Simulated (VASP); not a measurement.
Here is a VASP 6.6.1 calculation.

INCAR

```
ALGO = Normal
EDIFF = 1E-6
ENCUT = 520
ISIF = 2
ISMEAR = -1
LASPH = True
LCHARG = False
LREAL = False
LWAVE = False
NBANDS = 21
NELM = 80
PREC = Accurate
SIGMA = 0.1
```

KPOINTS

```
k-points
0
Gamma
  5 5 5
```

File POSCAR:

```
Si
1.0
   -3.3360830000      3.3360830000      3.3360830000
    3.3360830000     -3.3360830000      3.3360830000
    3.3360830000      3.3360830000     -3.3360830000
Si
6
Direct
    0.7500000000      0.2500000000      0.5000000000
    0.7500000000      0.5000000000      0.2500000000
    0.5000000000      0.2500000000      0.7500000000
    0.2500000000      0.5000000000      0.7500000000
    0.2500000000      0.7500000000      0.5000000000
    0.5000000000      0.7500000000      0.2500000000
```

Potentials or basis: VASP PAW LDA potentials, release 64 (Si).

Launch:

```bash
$ cat potpaw_LDA.64/Si/POTCAR > POTCAR
$ mpirun -np 1 vasp_std > vasp.out
```

Problem. Predict the band gap on the k mesh.

Solution. 0.23 eV, direct.

Problem. What does it give for the pressure?

Solution. -0.7 GPa.

A k mesh can miss the band edges.
